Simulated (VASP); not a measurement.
Zn: single point with BLYP

Crystal: Zn.

```
CELL_PARAMETERS angstrom
4.57543 0.00000 0.00000
-2.28772 3.96244 0.00000
0.00000 0.00000 2.57323
ATOMIC_POSITIONS crystal
Zn 0.00000 0.00000 0.00000
Zn 0.33333 0.66667 0.50000
Zn 0.66667 0.33333 0.50000
```

This isn't the form of Zn at room conditions, which is hcp.

```json
{
  "Program": "VASP 6.6.1",
  "Task": "single point",
  "Functional": "BLYP",
  "Potentials or basis": "VASP PAW PBE potentials, release 64 (Zn)",
  "Cutoff": "520 eV",
  "k mesh": "9 × 9 × 13",
  "Occupations": "fermi-dirac, width 0.1 eV",
  "Spin": "no spin polarisation",
  "Dipole correction": "no",
  "Further INCAR settings": "ALGO = Normal; EDIFF = 1e-06; NBANDS = 25"
}
```

```
Pressure               : 7.0 GPa
Band gap on the k mesh : zero (bands 18 and 19 overlap by 5.27 eV)
```

Stress tensor (GPa, compression positive):
```
6.39 0.00 0.00
0.00 6.39 0.00
0.00 0.00 8.14
```

Levels at points of the mesh, in eV from the Fermi level:
```
           k point  band 15  band 16  band 17  band 18  band 19  band 20  band 21  band 22
(0.00, 0.00, 0.00)    -7.15    -7.15    -0.01     0.13     0.48     0.48     0.51     0.51
```

It took 63 s on 1 thread of Intel(R) Xeon(R) Platinum 8375C CPU @ 2.90GHz (Ice Lake), with other jobs on the host, peak memory 0.21 GiB.

Caveat: the cell stands under pressure; the PAW data sets were made with another functional, which shifts forces and pressure a little.
